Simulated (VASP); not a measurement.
# Al12H in VASP: single point with PBE

Aim: the single point of Al12H with PBE.

Everything below comes from runs of VASP 6.6.1. Logs are shortened: lines on timing, memory, paths and dates and some standing lists are left out, and cuts for length are marked.

## Step 1: The cell of the first run

The cell holds a slab with vacuum, 13 atoms: a = 5.714 Å, b = 5.714 Å, c = 19.675 Å, α = 90.00°, β = 90.00°, γ = 90.00°.

## Step 2: Single point, PBE

INCAR

```
SYSTEM = Al12H
  PREC = Accurate
  ENCUT = 520
  EDIFF = 1E-6
  ISMEAR = 0
  SIGMA = 0.1
  LREAL = .False.
  LASPH = .True.
  NELM = 80
  ALGO = Normal
  ISIF = 2
  LWAVE = .False.
  LCHARG = .False.
  LDIPOL = .True.
  IDIPOL = 3
  DIPOL = 0.5 0.5 0.322
  GGA = PE
  NBANDS = 30
```

KPOINTS

```
regular mesh
0
Gamma
  5 5 1
  0 0 0
```

POSCAR

```
Al12H
1.0
    5.7135165837      0.0000000000      0.0000000000
    0.0000000000      5.7135165837      0.0000000000
    0.0000000000      0.0000000000     19.6746954375
Al H
12 1
Direct
    0.2500000000      0.2500000000      0.2033068320
    0.2500000000      0.7500000000      0.2033068320
    0.7500000000      0.2500000000      0.2033068320
    0.7500000000      0.7500000000      0.2033068320
    0.0000000000      0.0000000000      0.3092728611
    0.0000000000      0.5000000000      0.3092728611
    0.5000000000      0.0000000000      0.3092728611
    0.5000000000      0.5000000000      0.3092728611
    0.2500000000      0.2500000000      0.4154928580
    0.2500000000      0.7500000000      0.4154928580
    0.7500000000      0.2500000000      0.4154928580
    0.7500000000      0.7500000000      0.4154928580
    0.3333333333      0.4166666667      0.4796920819
```

Potentials or basis: VASP PAW PBE potentials, release 64 (Al, H).

Launch:

```bash
> cat potpaw_PBE.64/Al/POTCAR potpaw_PBE.64/H/POTCAR > POTCAR
> mpirun -np 1 vasp_std > vasp.out
```

OUTCAR:

```text
SYSTEM = Al12H
   PREC = Accurate
   ENCUT = 520
   EDIFF = 1E-6
   ISMEAR = 0
   LREAL = .False.
   LASPH = .True.
   NELM = 80
   ISIF = 2
   GGA = PE

 ion  position               nearest neighbor table
   1  0.250  0.250  0.203-   2 2.86   3 2.86   2 2.86   3 2.86   7 2.90   8 2.90   5 2.90   6 2.90

   2  0.250  0.750  0.203-   1 2.86   4 2.86   1 2.86   4 2.86   7 2.90   8 2.90   5 2.90   6 2.90

   3  0.750  0.250  0.203-   1 2.86   4 2.86   4 2.86   1 2.86   7 2.90   8 2.90   5 2.90   6 2.90
[... 15 lines left out ...]
  11  0.750  0.250  0.415-   9 2.86  12 2.86  12 2.86   9 2.86   5 2.91   6 2.91   7 2.91   8 2.91

  12  0.750  0.750  0.415-  10 2.86  11 2.86  11 2.86  10 2.86   5 2.91   6 2.91   7 2.91   8 2.91

  13  0.333  0.417  0.480-   9 1.65

  LATTYP: Found a simple tetragonal cell.
 ALAT       =     5.7135165837
 C/A-ratio  =     3.4435351940

  Lattice vectors:

 A1 = (   5.7135165837,   0.0000000000,   0.0000000000)
 A2 = (   0.0000000000,   5.7135165837,   0.0000000000)
 A3 = (   0.0000000000,   0.0000000000,  19.6746954375)

Analysis of symmetry for initial positions (statically):
=====================================================================
 Subroutine PRICEL returns:
 Original cell was already a primitive cell.

 Routine SETGRP: Setting up the symmetry group for a
 simple tetragonal supercell.

 Subroutine GETGRP returns: Found  1 space group operations
 (whereof  1 operations were pure point group operations)
 out of a pool of 16 trial point group operations.

The static configuration has the point symmetry C_1 .

Analysis of symmetry for dynamics (positions and initial velocities):
=====================================================================
 Subroutine PRICEL returns:
 Original cell was already a primitive cell.

 Routine SETGRP: Setting up the symmetry group for a
 simple tetragonal supercell.

 Subroutine GETGRP returns: Found  1 space group operations
 (whereof  1 operations were pure point group operations)
 out of a pool of 16 trial point group operations.

The dynamic configuration has the point symmetry C_1 .

 Subroutine INISYM returns: Found  1 space group operations
 (whereof  1 operations are pure point group operations),
 and found     1 'primitive' translations

----------------------------------------------------------------------------------------

                                     Primitive cell

[... 120 lines left out ...]
     AMIX_MAG =   1.60;   BMIX_MAG =  1.00
  volume/ion in A,a.u.               =      49.41       333.40
  Fermi-wavevector in a.u.,A,eV,Ry     =   0.632272  1.194820  5.439167  0.399767
  Thomas-Fermi vector in A             =   1.695531
   LORBIT       =      0    0 simple, 1 ext, 2 COOP (PROOUT), +10 PAW based schemes
   GGA     = PE    functional components
   LHFCALC =     F    Hartree Fock is set to
   AEXX    =    0.0000 exact exchange contribution
   IVDW    =     0    specifies the selected vdW correction
   LEPSILON=     F    determine dielectric tensor
   LRPA    =     F    only Hartree local field effects (RPA)
 non-spin polarized calculation
 Gauss-broadening in eV      SIGMA  =   0.10
  energy-cutoff  :      520.00
  volume of cell :      642.27
 maximum number of plane-waves:     17320
   NGX = 21   NGY = 21   NGZ = 73

 dipolmoment           0.000000      0.000000     -0.125922 electrons x Angstroem

 number of electron      36.9999998 magnetization

 dipolmoment           0.000000      0.000000      0.015112 electrons x Angstroem

 Free energy of the ion-electron system (eV)
  ---------------------------------------------------
  ext. energy  EPLUGINS =         0.00000000
  ---------------------------------------------------
  free energy    TOTEN  =       -44.37144300 eV

  energy without entropy =      -44.35271614  energy(sigma->0) =      -44.36207957

 E-fermi :  -0.5693     XC(G=0):  -4.2219

 val. band max:       -0.5740806270   @ k =   0.0000   0.2000   0.0000
 cond. band min:      -0.5416150151   @ k =   0.0000   0.0000   0.0000
 fundamental gap:      0.0324656119
 Fermi energy:        -0.5692663231

 k-point     1 :       0.0000    0.0000    0.0000
  band No.  band energies     occupation
      1     -10.6687      2.00000
      2      -8.6817      2.00000
      3      -6.4683      2.00000
      4      -6.2622      2.00000
      5      -6.1824      2.00000
      6      -6.1452      2.00000
[... 418 lines left out ...]
     29       2.4554      0.00000
     30       2.5804      0.00000

------------------------ aborting loop because EDIFF is reached ----------------------------------------

 vacuum level on the upper side and lower side of the slab       (xc-potential included)        -0.065        -0.139

  FORCE on cell =-STRESS in cart. coord.  units (eV):
  Direction    XX          YY          ZZ          XY          YZ          ZX
  --------------------------------------------------------------------------------------
  -------------------------------------------------------------------------------------
  Total       -7.5156214     -7.2041509     -0.5828823      0.5438582      0.5002548     -0.0734641
  in kB      -18.7482387    -17.9712539     -1.4540403      1.3566919      1.2479204     -0.1832613
  external PRESSURE =     -12.7245110 kB  Pullay stress =       0.0000000 kB

 VOLUME and BASIS-vectors are now :
 -----------------------------------------------------------------------------
  energy-cutoff  :      520.00
  volume of cell :      642.27
      direct lattice vectors                 reciprocal lattice vectors
     5.713516584  0.000000000  0.000000000     0.175023558  0.000000000  0.000000000
     0.000000000  5.713516584  0.000000000     0.000000000  0.175023558  0.000000000
     0.000000000  0.000000000 19.674695437     0.000000000  0.000000000  0.050826708

 POSITION                                       TOTAL-FORCE (eV/Angst)
 -----------------------------------------------------------------------------------
      1.42838      1.42838      4.00000         0.004001      0.039470      0.037304
      1.42838      4.28514      4.00000        -0.028017     -0.095977      0.024013
      4.28514      1.42838      4.00000        -0.040328     -0.060054      0.044462
      4.28514      4.28514      4.00000         0.011592      0.036467     -0.084608
      0.00000      0.00000      6.08485        -0.139042     -0.032621     -0.035789
      0.00000      2.85676      6.08485         0.139880      0.039697      0.111952
      2.85676      0.00000      6.08485         0.110152      0.081246      0.019921
      2.85676      2.85676      6.08485        -0.043827      0.001979      0.129115
      1.42838      1.42838      8.17470        -0.164779     -0.309341     -0.267988
      1.42838      4.28514      8.17470         0.005358      0.027390      0.094691
      4.28514      1.42838      8.17470         0.168994     -0.143683     -0.098792
      4.28514      4.28514      8.17470         0.097396      0.134682      0.026589
      1.90451      2.38063      9.43780        -0.121380      0.280746     -0.000871
 -----------------------------------------------------------------------------------
    total drift:                               -0.000061     -0.000044      0.000039

  FREE ENERGIE OF THE ION-ELECTRON SYSTEM (eV)
  ---------------------------------------------------
  free  energy   TOTEN  =       -44.3714429972 eV

  energy  without entropy=      -44.3527161378  energy(sigma->0) =      -44.36207957

 vacuum level on the upper side and lower side of the slab         3.933         3.829
```

OSZICAR:

```text
N       E                     dE             d eps       ncg     rms          rms(c)
DAV:   1     0.118303825920E+03    0.11830E+03   -0.10666E+04   780   0.846E+02
DAV:   2    -0.371299761873E+02   -0.15543E+03   -0.15010E+03  1092   0.141E+02
DAV:   3    -0.457274880126E+02   -0.85975E+01   -0.83788E+01   932   0.336E+01
DAV:   4    -0.461181950940E+02   -0.39071E+00   -0.39011E+00  1240   0.854E+00
[... 14 lines left out ...]
DAV:  19    -0.443713334857E+02   -0.26915E-03   -0.31934E-05   776   0.123E-02    0.422E-03
DAV:  20    -0.443714024954E+02   -0.69010E-04   -0.56533E-06   854   0.597E-03    0.180E-03
DAV:  21    -0.443714336755E+02   -0.31180E-04   -0.28382E-06   694   0.403E-03    0.504E-04
DAV:  22    -0.443714421696E+02   -0.84941E-05   -0.81568E-07   790   0.220E-03    0.314E-04
DAV:  23    -0.443714429972E+02   -0.82764E-06   -0.69612E-08   618   0.107E-03
   1 F= -.44371443E+02 E0= -.44362080E+02  d E =-.187269E-01
```

It took 6.8 min on 1 thread of Intel Xeon Platinum 8488C (Sapphire Rapids), shared host; peak memory 0.66 GiB.

Results:

- Free energy: -44.3714 eV
- Largest force: 0.441 eV/Å
- Band gap on the k mesh: zero (an odd number of electrons rules out a gap without spin polarisation)

Forces on the atoms (eV/Å):
```
Al   0.004  0.039  0.037
Al  -0.028 -0.096  0.024
Al  -0.040 -0.060  0.044
Al   0.012  0.036 -0.085
Al  -0.139 -0.033 -0.036
Al   0.140  0.040  0.112
Al   0.110  0.081  0.020
Al  -0.044  0.002  0.129
Al  -0.165 -0.309 -0.268
Al   0.005  0.027  0.095
Al   0.169 -0.144 -0.099
Al   0.097  0.135  0.027
H   -0.121  0.281 -0.001
```

The gap in the log of VASP goes by the Fermi energy; the results here count the filled bands.